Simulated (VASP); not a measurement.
Runs of VASP 6.6.1 on PbO. The structure is that of space group P4/nmm (No. 129), or close to it. The cells are those of the table. 

| cell | gap on the mesh (eV) | pressure (GPa) | largest force (eV/Å) |
| --- | --- | --- | --- |
| a = 3.974, b = 3.974, c = 5.097 Å, 4 atoms | 1.23 | 3.7 | 0.23 |
| a = 3.915, b = 3.915, c = 5.022 Å, 4 atoms | 1.16 | 8.2 | 0.89 |
| a = 3.974, b = 3.974, c = 4.947 Å, 4 atoms | 1.26 | 6.2 | 0.76 |
| a = 3.974, b = 3.974, c = 5.173 Å, 4 atoms | 1.22 | 2.6 | 0.03 |
| a = 3.915, b = 3.915, c = 5.097 Å, 4 atoms | (a) | 6.8 | 0.61 |
| a = 4.034, b = 4.034, c = 4.947 Å, 4 atoms | 1.34 | 3.3 | 0.39 |
| a = 3.915, b = 3.915, c = 5.173 Å, 4 atoms | 1.13 | 5.4 | (b) |
| a = 4.034, b = 4.034, c = 4.871 Å, 4 atoms | 1.35 | 4.5 | 0.63 |

Alike in all rows: task single point; level PBE; potentials or basis VASP PAW PBE potentials, release 64 (Pb_d, O); no spin polarisation; k mesh 8 × 8 × 6; cutoff (eV) 520; smearing gaussian 0.05 eV.

**Question.** Fill in the values left out.

**Answer.** (a) 1.14; (b) 0.32.

Caveats: spin-orbit coupling is left out, which moves the levels of the heavy elements.

A k mesh can miss the band edges, and the runs leave out spin-orbit coupling on Pb.
